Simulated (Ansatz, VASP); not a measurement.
W: VASP beside Ansatz

```
W
1.0
     4.46029    0.00000    0.00000
    -2.23015    3.86273    0.00000
     0.00000    0.00000   19.64180
W
5
Cartesian
  3.3452 0.6438 8.2526
  -1.1151 3.2189 8.9661
  1.1151 1.9314 9.8209
  3.3452 0.6438 10.6757
  -1.1151 3.2189 11.3892
```

Alike in both runs: functional PBEsol; k mesh 11 × 11 × 1; occupations fermi-dirac, width 0.1 eV; no spin polarisation.

Ansatz relaxed the structure, and its values are those at the end. VASP's run is a single point on that final structure, the one shown.

|  | VASP | Ansatz |
| --- | --- | --- |
| version | VASP 6.6.1 | Ansatz 0.2.0 |
| potentials or method | VASP PAW PBE potentials, release 64 (W_sv) | PAW with Ansatz's default frozen-core files, scalar-relativistic |
| plane-wave cutoff (eV) | 520 | 420 |
| valence electrons in the cell | 70 | 70 |

VASP gave:

- rms of the force components (eV/Å): 0.056

Problem. Which values does Ansatz return?

Solution. rms of the force components (eV/Å): 0.000.

VASP's potentials were made for PBE, not for PBEsol. Ansatz's warnings: stress scf threshold loose.

Neither program's run includes spin-orbit coupling.
